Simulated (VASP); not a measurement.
# Nb (Im-3m) in VASP: further runs, part 2 of 2

VASP 6.6.1.

## 3. Single point, PBE

INCAR reads:

```
SYSTEM = Nb
PREC = Accurate ; ENCUT = 520
EDIFF = 1E-6 ; ISMEAR = -1
SIGMA = 0.05 ; LREAL = .FALSE.
LASPH = .TRUE. ; NELM = 100
ALGO = Fast ; ISIF = 2
LWAVE = .FALSE. ; LCHARG = .FALSE.
GGA = PE ; NBANDS = 12
```

KPOINTS reads:

```
regular mesh
0
G
  11 11 11
  0 0 0
```

POSCAR reads:

```
Nb
1.0
   -1.6639500000      1.6639500000      1.6639500000
    1.6639500000     -1.6639500000      1.6639500000
    1.6639500000      1.6639500000     -1.6639500000
Nb
1
Direct
    0.0000000000      0.0000000000      0.0000000000
```

Potentials or basis: VASP PAW PBE potentials, release 64 (Nb_sv).

Started as:

```
> cat potpaw_PBE.64/Nb_sv/POTCAR > POTCAR
> mpirun -np 1 vasp_std > vasp.out
```

OUTCAR:

```text
SYSTEM = Nb
   PREC = Accurate
   ENCUT = 520
   EDIFF = 1E-6
   ISMEAR = -1
   LREAL = .FALSE.
   LASPH = .TRUE.
   NELM = 100
   ISIF = 2
   GGA = PE

 ion  position               nearest neighbor table
   1  0.000  0.000  0.000-

  LATTYP: Found a body centered cubic cell.
 ALAT       =     3.3279000000

  Lattice vectors:

 A1 = (  -1.6639500000,   1.6639500000,   1.6639500000)
 A2 = (   1.6639500000,  -1.6639500000,   1.6639500000)
 A3 = (   1.6639500000,   1.6639500000,  -1.6639500000)

Analysis of symmetry for initial positions (statically):
=====================================================================
 Subroutine PRICEL returns:
 Original cell was already a primitive cell.

 Routine SETGRP: Setting up the symmetry group for a
 body centered cubic supercell.

 Subroutine GETGRP returns: Found 48 space group operations
 (whereof 48 operations were pure point group operations)
 out of a pool of 48 trial point group operations.

The static configuration has the point symmetry O_h .

Analysis of symmetry for dynamics (positions and initial velocities):
=====================================================================
 Subroutine PRICEL returns:
 Original cell was already a primitive cell.

 Routine SETGRP: Setting up the symmetry group for a
 body centered cubic supercell.

 Subroutine GETGRP returns: Found 48 space group operations
 (whereof 48 operations were pure point group operations)
 out of a pool of 48 trial point group operations.

The dynamic configuration has the point symmetry O_h .

 Subroutine INISYM returns: Found 48 space group operations
 (whereof 48 operations are pure point group operations),
 and found     1 'primitive' translations

----------------------------------------------------------------------------------------

                                     Primitive cell

  volume of cell :      18.4281

  direct lattice vectors                    reciprocal lattice vectors
    -1.663950000  1.663950000  1.663950000     0.000000000  0.300489798  0.300489798
     1.663950000 -1.663950000  1.663950000     0.300489798  0.000000000  0.300489798
     1.663950000  1.663950000 -1.663950000     0.300489798  0.300489798  0.000000000

  length of vectors
     2.882045941  2.882045941  2.882045941     0.424956748  0.424956748  0.424956748

  position of ions in fractional coordinates (direct lattice)
     0.000000000  0.000000000  0.000000000

  ion indices of the primitive-cell ions
   primitive index   ion index
                 1           1

----------------------------------------------------------------------------------------

 KPOINTS: regular mesh

Automatic generation of k-mesh.
 Grid dimensions read from file:
 generate k-points for:   11   11   11

 Generating k-lattice:

  Cartesian coordinates                     Fractional coordinates (reciprocal lattice)
     0.000000000  0.027317254  0.027317254     0.090909091  0.000000000  0.000000000
     0.027317254  0.000000000  0.027317254     0.000000000  0.090909091  0.000000000
     0.027317254  0.027317254  0.000000000     0.000000000  0.000000000  0.090909091

  Length of vectors
     0.038632432  0.038632432  0.038632432

  Shift w.r.t. Gamma in fractional coordinates (k-lattice)
     0.000000000  0.000000000  0.000000000

 Subroutine IBZKPT returns following result:
 ===========================================

 Found     56 irreducible k-points:

 Following reciprocal coordinates:
            Coordinates               Weight
  0.000000  0.000000  0.000000      1.000000
  0.090909  0.000000  0.000000     12.000000
  0.181818  0.000000  0.000000     12.000000
  0.272727  0.000000  0.000000     12.000000
  0.363636  0.000000  0.000000     12.000000
  0.454545  0.000000  0.000000     12.000000
[... 16 lines left out ...]
  0.272727  0.181818  0.090909     48.000000
  0.363636  0.181818  0.090909     24.000000
 [... further k-points ...]
   k-points           NKPTS =     56   k-points in BZ     NKDIM =     56   number of bands    NBANDS=     12
   number of dos      NEDOS =    301   number of ions     NIONS =      1
   total plane-waves  NPLWV =  13824
   dimension x,y,z NGX =    24 NGY =   24 NGZ =   24
   dimension x,y,z NGXF=    48 NGYF=   48 NGZF=   48
   ions per type =               1
   NGX,Y,Z   is equivalent  to a cutoff of  13.84, 13.84, 13.84 a.u.
   NGXF,Y,Z  is equivalent  to a cutoff of  27.69, 27.69, 27.69 a.u.
 SYSTEM =  Nb
   PREC   = accura    normal or accurate (medium, high low for compatibility)
   ISTART =      0    job   : 0-new  1-cont  2-samecut
   ICHARG =      2    charge: 1-file 2-atom 10-const
   ISPIN  =      1    spin polarized calculation?
   LNONCOLLINEAR =      F non collinear calculations
   LSORBIT =      F    spin-orbit coupling
   LASPH  =      T    aspherical Exc in radial PAW
   ENCUT  =  520.0 eV  38.22 Ry    6.18 a.u.   5.36  5.36  5.36*2*pi/ulx,y,z
   NELM   =    100;   NELMIN=  2; NELMDL= -5     # of ELM steps
   EDIFF  = 0.1E-05   stopping-criterion for ELM
   LREAL  =      F    real-space projection
   EDIFFG = 0.1E-04   stopping-criterion for IOM
   NSW    =      0    number of steps for IOM
   IBRION =     -1    ionic relax: 0-MD 1-quasi-New 2-CG
   NFREE  =      0    steps in history (QN), initial steepest desc. (CG)
   ISIF   =      2    stress and relaxation
   ISYM   =      2    0-nonsym 1-usesym 2-fastsym
   POTIM  = 0.5000    time-step for ionic-motion
   TEBEG  =    0.0;   TEEND  =   0.0 temperature during run
   PSTRESS=    0.0 pullay stress
   NELECT =      13.0000    total number of electrons
   NUPDOWN=      -1.0000    fix difference up-down
   EMIN   =  10.00;   EMAX   =-10.00  energy-range for DOS
   EFERMI =   0.00;   METHOD = LEGACY
   ISMEAR =    -1;   SIGMA  =   0.05  broadening in eV -4-tet -1-fermi 0-gaus
   EFERMI_NEDOS =   21; number of points for ismear=-14 and -15
   IALGO  =     68    algorithm
   IMIX   =      4    mixing-type and parameters
     AMIX     =   0.40;   BMIX     =  1.00
     AMIX_MAG =   1.60;   BMIX_MAG =  1.00
  volume/ion in A,a.u.               =      18.43       124.36
  Fermi-wavevector in a.u.,A,eV,Ry     =   1.457345  2.753983 28.896790  2.123854
  Thomas-Fermi vector in A             =   2.574157
   LORBIT       =      0    0 simple, 1 ext, 2 COOP (PROOUT), +10 PAW based schemes
   GGA     = PE    functional components
   LHFCALC =     F    Hartree Fock is set to
   AEXX    =    0.0000 exact exchange contribution
   IVDW    =     0    specifies the selected vdW correction
   LEPSILON=     F    determine dielectric tensor
   LRPA    =     F    only Hartree local field effects (RPA)
 non-spin polarized calculation
 RMM-DIIS sequential band-by-band and
  energy-cutoff  :      520.00
  volume of cell :       18.43
 maximum number of plane-waves:       531
 NGX is ok and might be reduce to    24
   NGX = 11   NGY = 11   NGZ = 11

 number of electron      12.9999999 magnetization

 Free energy of the ion-electron system (eV)
  ---------------------------------------------------
  ext. energy  EPLUGINS =         0.00000000
  ---------------------------------------------------
  free energy    TOTEN  =       -10.21385180 eV

  energy without entropy =      -10.19929225  energy(sigma->0) =      -10.20657203

 E-fermi :  10.8235     XC(G=0): -12.3843

 val. band max:       10.8189004378   @ k =  -0.1818   0.1818   0.0909
 cond. band min:      10.8780368007   @ k =   0.0909   0.0909   0.0000
 fundamental gap:      0.0591363629
 Fermi energy:        10.8234818885

 k-point     1 :       0.0000    0.0000    0.0000
  band No.  band energies     occupation
      1     -43.5493      2.00000
      2     -18.8924      2.00000
      3     -18.8924      2.00000
      4     -18.8924      2.00000
      5       4.9582      2.00000
      6      11.2283      0.00061
      7      11.2283      0.00061
      8      11.2283      0.00061
      9      14.0626      0.00000
     10      14.0626      0.00000
     11      25.0178      0.00000
     12      25.0178      0.00000
[... 331 lines left out ...]
 k-point    24 :       0.3636    0.1818    0.0909
  band No.  band energies     occupation
      1     -43.3139      2.00000
      2     -19.9334      2.00000
      3     -19.4643      2.00000
      4     -19.1014      2.00000
      5       8.5183      2.00000
      6       9.3332      2.00000
      7      11.1398      0.00357
      8      14.4317      0.00000
      9      14.8251      0.00000
     10      19.6767      0.00000
     11      21.0502      0.00000
     12      23.3545      0.00000

 [... further k-points ...]

------------------------ aborting loop because EDIFF is reached ----------------------------------------

  FORCE on cell =-STRESS in cart. coord.  units (eV):
  Direction    XX          YY          ZZ          XY          YZ          ZX
  --------------------------------------------------------------------------------------
  -------------------------------------------------------------------------------------
  Total       -0.2743040     -0.2743040     -0.2743040      0.0000000      0.0000000     -0.0000000
  in kB      -23.8485486    -23.8485486    -23.8485486      0.0000000      0.0000000     -0.0000000
  external PRESSURE =     -23.8485486 kB  Pullay stress =       0.0000000 kB

 VOLUME and BASIS-vectors are now :
 -----------------------------------------------------------------------------
  energy-cutoff  :      520.00
  volume of cell :       18.43
      direct lattice vectors                 reciprocal lattice vectors
    -1.663950000  1.663950000  1.663950000     0.000000000  0.300489798  0.300489798
     1.663950000 -1.663950000  1.663950000     0.300489798  0.000000000  0.300489798
     1.663950000  1.663950000 -1.663950000     0.300489798  0.300489798  0.000000000

 POSITION                                       TOTAL-FORCE (eV/Angst)
 -----------------------------------------------------------------------------------
      0.00000      0.00000      0.00000         0.000000     -0.000000      0.000000
 -----------------------------------------------------------------------------------
    total drift:                                0.000000      0.000000     -0.000000

  FREE ENERGIE OF THE ION-ELECTRON SYSTEM (eV)
  ---------------------------------------------------
  free  energy   TOTEN  =       -10.2138518035 eV

  energy  without entropy=      -10.1992922516  energy(sigma->0) =      -10.20657203
```

OSZICAR:

```text
N       E                     dE             d eps       ncg     rms          rms(c)
DAV:   1     0.120082165366E+03    0.12008E+03   -0.71698E+03  1344   0.106E+03
DAV:   2    -0.563149078323E+01   -0.12571E+03   -0.12124E+03  1460   0.393E+02
DAV:   3    -0.103783699252E+02   -0.47469E+01   -0.45707E+01  1988   0.679E+01
[... 12 lines left out ...]
RMM:  16    -0.102138430085E+02   -0.64799E-05   -0.86685E-05  1755   0.440E-02    0.111E-02
RMM:  17    -0.102138469556E+02   -0.39471E-05   -0.33940E-05  1493   0.280E-02    0.622E-03
RMM:  18    -0.102138496798E+02   -0.27242E-05   -0.27661E-05  1333   0.195E-02    0.871E-03
RMM:  19    -0.102138508064E+02   -0.11265E-05   -0.12111E-05  1240   0.130E-02    0.106E-02
RMM:  20    -0.102138518035E+02   -0.99715E-06   -0.97678E-06  1113   0.101E-02
   1 F= -.10213852E+02 E0= -.10206572E+02  d E =-.145596E-01
```

It took 17 s on 1 thread of Intel Xeon Platinum 8488C (Sapphire Rapids), shared host; peak memory 0.14 GiB.

What came out:

```
Free energy : -10.2139 eV
Pressure    : -2.4 GPa
```

Levels at points of the mesh, in eV from the Fermi level:
| k point | band 3 | band 4 | band 5 | band 6 | band 7 | band 8 | band 9 | band 10 |
| --- | --- | --- | --- | --- | --- | --- | --- | --- |
| (0.00, 0.00, 0.00) | -29.72 | -29.72 | -5.87 | 0.40 | 0.40 | 0.40 | 3.24 | 3.24 |

## 4. Single point, PBE (volume scaled by 0.94)

INCAR reads:

```
SYSTEM = Nb
PREC     = Accurate       ! precision mode
ENCUT    = 520            ! plane-wave cutoff, eV
EDIFF    = 1E-6           ! SCF threshold, eV
ISMEAR   = -1             ! smearing method
SIGMA    = 0.05           ! smearing width, eV
LREAL    = .False.        ! projectors in reciprocal space
LASPH    = .True.         ! aspherical terms in the spheres
NELM     = 60             ! most SCF steps
ALGO     = Normal         ! electronic algorithm
ISIF     = 2              ! what is computed and relaxed
LWAVE    = .False.        ! write WAVECAR
LCHARG   = .False.        ! write CHGCAR
GGA      = PE             ! functional
NBANDS   = 12             ! bands
```

KPOINTS reads:

```
Automatic mesh
0
Gamma
  11 11 11
  0 0 0
```

POSCAR reads:

```
Nb
1.0
   -1.6299823056      1.6299823056      1.6299823056
    1.6299823056     -1.6299823056      1.6299823056
    1.6299823056      1.6299823056     -1.6299823056
Nb
1
Direct
    0.0000000000      0.0000000000      0.0000000000
```

Started as:

```
> cat potpaw_PBE.64/Nb_sv/POTCAR > POTCAR
> mpirun -np 1 vasp_std > vasp.out
```

Run time: 8.4 s. Hardware: 1 thread of Intel Xeon 6975P-C (Granite Rapids), shared host; peak memory 0.14 GiB.

Results (log left out):

```
Free energy : -10.1918 eV
Pressure    : 8.9 GPa
```

Levels at points of the mesh, in eV from the Fermi level:
| k point | band 3 | band 4 | band 5 | band 6 | band 7 | band 8 | band 9 | band 10 |
| --- | --- | --- | --- | --- | --- | --- | --- | --- |
| (0.00, 0.00, 0.00) | -29.49 | -29.49 | -5.97 | 0.39 | 0.39 | 0.39 | 3.43 | 3.43 |

## 5. Single point, PBE

INCAR reads:

```
  PREC = Accurate
  ENCUT = 520
  EDIFF = 1E-6
  ISMEAR = -1
  SIGMA = 0.05
  LREAL = F
  LASPH = T
  NELM = 100
  ALGO = Fast
  ISIF = 2
  LWAVE = F
  LCHARG = F
  GGA = PE
  NBANDS = 12
```

KPOINTS reads:

```
Automatic mesh
0
Gamma
  11 11 11
```

POSCAR reads:

```
Nb
1.0
   -1.6639500000      1.6639500000      1.6639500000
    1.6639500000     -1.6639500000      1.6639500000
    1.6639500000      1.6639500000     -1.6639500000
Nb
1
Direct
    0.0000000000      0.0000000000      0.0000000000
```

Started as:

```
> cat potpaw_PBE.64/Nb_sv/POTCAR > POTCAR
> mpirun -np 1 vasp_std > vasp.out
```

Run time: 15 s. Hardware: 1 thread of Intel Xeon 6975P-C (Granite Rapids), shared host; peak memory 0.13 GiB.

Results (log left out):

- Free energy: -10.2139 eV
- Pressure: -2.4 GPa

Levels at points of the mesh, in eV from the Fermi level:
```csv
k point,band 4,band 5,band 6,band 7,band 8,band 9
"(0.00, 0.00, 0.00)",-29.72,-5.87,0.40,0.40,0.40,3.24
```

## 6. Single point, PBE (volume scaled by 0.98)

INCAR reads:

```
SYSTEM = Nb
PREC     = Accurate       ! precision mode
ENCUT    = 520            ! plane-wave cutoff, eV
EDIFF    = 1E-7           ! SCF threshold, eV
ISMEAR   = -1             ! smearing method
SIGMA    = 0.05           ! smearing width, eV
LREAL    = .FALSE.        ! projectors in reciprocal space
LASPH    = .TRUE.         ! aspherical terms in the spheres
NELM     = 100            ! most SCF steps
ALGO     = Normal         ! electronic algorithm
ISIF     = 2              ! what is computed and relaxed
LWAVE    = .FALSE.        ! write WAVECAR
LCHARG   = .FALSE.        ! write CHGCAR
GGA      = PE             ! functional
NBANDS   = 12             ! bands
```

KPOINTS reads:

```
regular mesh
0
G
  11 11 11
  0 0 0
```

POSCAR reads:

```
Nb
1.0
   -1.6527822138      1.6527822138      1.6527822138
    1.6527822138     -1.6527822138      1.6527822138
    1.6527822138      1.6527822138     -1.6527822138
Nb
1
Direct
    0.0000000000      0.0000000000      0.0000000000
```

Potentials or basis: VASP PAW PBE potentials, release 64 (Nb_sv).

Started as:

```
> cat potpaw_PBE.64/Nb_sv/POTCAR > POTCAR
> mpirun -np 1 vasp_std > vasp.out
```

Wall time 9.7 s (1 thread of Intel Xeon 6975P-C (Granite Rapids), shared host); peak memory 0.14 GiB.

The run converged. Its results:

* Free energy: -10.2150 eV
* Pressure: 1.1 GPa

Levels at points of the mesh, in eV from the Fermi level:
| k point | band 4 | band 5 | band 6 | band 7 | band 8 | band 9 |
| --- | --- | --- | --- | --- | --- | --- |
| (0.00, 0.00, 0.00) | -29.64 | -5.90 | 0.40 | 0.40 | 0.40 | 3.31 |

## 7. Summary

```tsv
level	cell	gap on the mesh (eV)	pressure (GPa)
PBEsol	a = 2.882 Å, angles 109.5°, 1 atom	none	-8.4
PBE	a = 2.882 Å, angles 109.5°, 1 atom	none	-2.4
PBE	a = 2.823 Å, angles 109.5°, 1 atom	none	8.9
PBE	a = 2.863 Å, angles 109.5°, 1 atom	none	1.1
```

Alike in all rows: task single point; potentials or basis VASP PAW PBE potentials, release 64 (Nb_sv); no spin polarisation; k mesh 11 × 11 × 11; cutoff (eV) 520; smearing fermi-dirac 0.05 eV.

Caveats: the PAW data sets were made with another functional, which shifts forces and pressure a little (some runs).

Total energies depend on the potentials used, so only differences within one code and one set of settings carry meaning.
